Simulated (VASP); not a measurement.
Runs of VASP 6.6.1 on Nb. Symmetry: Fm-3m, No. 225, cubic system. Conventional cell: a = 4.230 Å, b = 4.230 Å, c = 4.230 Å, α = 90.00°, β = 90.00°, γ = 90.00°. Within 3.9 Å of Nb (site symmetry m-3m) lie 12 Nb at 2.99 Å. This isn't the form of Nb at room conditions, which is bcc.

| k mesh | gap on the mesh (eV) | pressure (GPa) |
| --- | --- | --- |
| 3 × 3 × 3 | none | 9.0 |
| 11 × 11 × 11 | none | (a) |
| 9 × 9 × 9 | none | (b) |
| 6 × 6 × 6 | none | -2.0 |
| 4 × 4 × 4 | none | -0.7 |

Alike in all rows: task single point; level PBE; potentials or basis VASP PAW PBE potentials, release 64 (Nb_sv); no spin polarisation; cell as given; cutoff (eV) 500; smearing methfessel-paxton 0.05 eV.

Question: Estimate the missing entries.

Answer: (a) -2.3; (b) -0.4.

Caveats: some runs use coarse meshes.

A k mesh can miss the band edges, and the runs leave out spin-orbit coupling on Nb.

A gap of «none» marks levels without a gap at the run's occupations.
